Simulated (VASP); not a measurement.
CoSi: single point with r2SCAN

Crystal: CoSi.

```
Co Si
1.0
     4.38307    0.00000    0.00000
     0.00000    4.38307    0.00000
     0.00000    0.00000    4.38307
Co Si
4 4
Direct
  0.14568 0.14568 0.14568
  0.35432 0.85432 0.64568
  0.64568 0.35432 0.85432
  0.85432 0.64568 0.35432
  0.84361 0.84361 0.84361
  0.65639 0.15639 0.34361
  0.34361 0.65639 0.15639
  0.15639 0.34361 0.65639
```

```json
{
 "Program": "VASP 6.6.1",
 "Task": "single point",
 "Functional": "r2SCAN",
 "Potentials or basis": "VASP PAW PBE potentials, release 64 (Co, Si)",
 "Cutoff": "520 eV",
 "k mesh": "8 × 8 × 8",
 "Occupations": "gaussian, width 0.1 eV",
 "Spin": "no spin polarisation"
}
```

| Property | Result |
| --- | --- |
| Pressure | 0.1 GPa |
| Largest force | 0.004 eV/Å |
| Band gap on the k mesh | zero (bands 26 and 27 overlap by 0.21 eV) |

Forces in eV/Å, atoms in the order of the input:
```
Co   0.002  0.002  0.002
Co  -0.002 -0.002  0.002
Co   0.002 -0.002 -0.002
Co  -0.002  0.002 -0.002
Si   0.002  0.002  0.002
Si  -0.002 -0.002  0.002
Si   0.002 -0.002 -0.002
Si  -0.002  0.002 -0.002
```

Levels at points of the mesh, in eV from the Fermi level:
| k point | band 24 | band 25 | band 26 | band 27 | band 28 | band 29 |
| --- | --- | --- | --- | --- | --- | --- |
| (0.00, 0.00, 0.00) | -0.90 | -0.03 | -0.03 | -0.03 | 2.84 | 2.84 |
| (0.50, 0.00, 0.00) | -0.74 | -0.54 | -0.54 | 1.07 | 1.07 | 1.69 |
| (0.50, 0.50, 0.00) | -1.13 | -0.07 | -0.07 | 0.66 | 0.66 | 2.26 |
| (0.50, 0.50, 0.50) | -1.37 | -0.23 | -0.23 | -0.23 | -0.23 | 6.07 |

Run time: 2.9 min on 1 thread of Intel(R) Xeon(R) 6975P-C (Granite Rapids) (shared host), peak memory 0.28 GiB.

Caveat: the PAW data sets were made with another functional, which shifts forces and pressure a little; the run has no spin polarisation, though such a crystal can be magnetic. Spin polarisation is off, so any magnetic state and its effect on volume and gap are missing.
